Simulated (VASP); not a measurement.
Runs of VASP 6.6.1 on Ru. The structure is that of space group Im-3m (No. 229), or close to it. The cells are those of the table. 

```csv
task,cell,k mesh,cutoff (eV),gap on the mesh (eV),pressure (GPa)
relaxation of cell and atoms,"relaxed from a = 2.602 Å, angles 109.5°, 1 atom",15 × 15 × 15,600,none,0.1
single point,"a = 2.577 Å, angles 109.5°, 1 atom",16 × 16 × 16,520,none,(a)
single point,"a = 2.759 Å, angles 109.5°, 1 atom",16 × 16 × 16,520,none,-14.6
single point,"a = 2.792 Å, angles 109.5°, 1 atom",16 × 16 × 16,520,none,-19.8
single point,"a = 2.689 Å, angles 109.5°, 1 atom",15 × 15 × 15,520,none,0.5
```

Alike in all rows: level BLYP; potentials or basis VASP PAW PBE potentials, release 64 (Ru_pv); no spin polarisation; smearing fermi-dirac 0.1 eV.

Q: Estimate the missing entries.

A: (a) 42.6.

Caveats: the PAW data sets were made with another functional, which shifts forces and pressure a little.

A k mesh can miss the band edges, and the runs leave out spin-orbit coupling on Ru.

A gap of «none» marks levels without a gap at the run's occupations.
